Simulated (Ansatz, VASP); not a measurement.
# Ru: VASP beside Ansatz

```
Ru
1.0
     2.70580    0.00000    0.00000
    -1.35290    2.34329    0.00000
     0.00000    0.00000    4.28190
Ru
2
Cartesian
  -0.4500 1.7872 1.0705
  1.3529 0.7811 3.2114
```

Alike in both runs: task single point; functional PBE; k mesh 24 × 24 × 12; occupations gaussian, width 0.15 eV; no spin polarisation.

```csv
,VASP,Ansatz
version,VASP 6.6.1,Ansatz 0.2.0
potentials or method,"VASP PAW PBE potentials, release 64 (Ru_pv), cutoff 520 eV","scalar-relativistic, plane waves, PAW"
valence electrons in the cell,28,32
```

|  | VASP | Ansatz | Ansatz less VASP |
| --- | --- | --- | --- |
| gap on the k mesh at the Fermi level (eV) | none | none | - |
| pressure (GPa) | 13.8 | 13.7 | -0.10 |
| traceless stress, the component that is largest in VASP (GPa) | 14.26 | 14.23 | -0.025 |
| rms of the force components (eV/Å) | 1.503 | 1.505 | +0.0020 |

Atom by atom the forces differ by 0.002 eV/Å (rms over components). A gap of «none» marks a metal or a gap that the smearing closes. The functional is the same, so the differences come from potentials, cutoffs and numerics. VASP's potentials hold 28 valence electrons a cell and Ansatz's 32, so a difference there can come from the potentials and not from the codes.
